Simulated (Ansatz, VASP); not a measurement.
**One calculation of ZnS, two programs**

```
Zn S
1.0
     3.81100    0.00000    0.00000
    -1.90550    3.30042    0.00000
     0.00000    0.00000    6.23400
Zn S
2 2
Direct
  0.66667 0.33333 0.50000
  0.33333 0.66667 0.00000
  0.66667 0.33333 0.88500
  0.33333 0.66667 0.38500
```

Alike in both runs: functional PBE0; k mesh 4 × 4 × 3; occupations fermi-dirac, width 0.05 eV; no spin polarisation.

|  | VASP | Ansatz |
| --- | --- | --- |
| version | VASP 6.6.1 | Ansatz 0.2.0 |
| potentials or method | VASP PAW PBE potentials, release 64 (Zn, S) | Ansatz PAW |
| plane-wave cutoff (eV) | 520 | 420 |
| valence electrons in the cell | 36 | 36 |
| task | single point | band structure |

|  | VASP | Ansatz | Ansatz less VASP |
| --- | --- | --- | --- |
| gap on the k mesh at the Fermi level (eV) | 4.16 | 4.15 | -0.017 |
| least direct gap on the mesh (eV) | 4.16 | 4.15 | -0.017 |
| pressure (GPa) | 1.5 | 1.6 | +0.06 |
| traceless stress, the component that is largest in VASP (GPa) | -1.71 | -1.70 | +0.009 |
| rms of the force components (eV/Å) | 0.194 | 0.194 | -0.0004 |

Atom by atom the forces differ by 0.000 eV/Å (rms over components).

The k mesh is coarse, so the values compare programs but aren't converged.
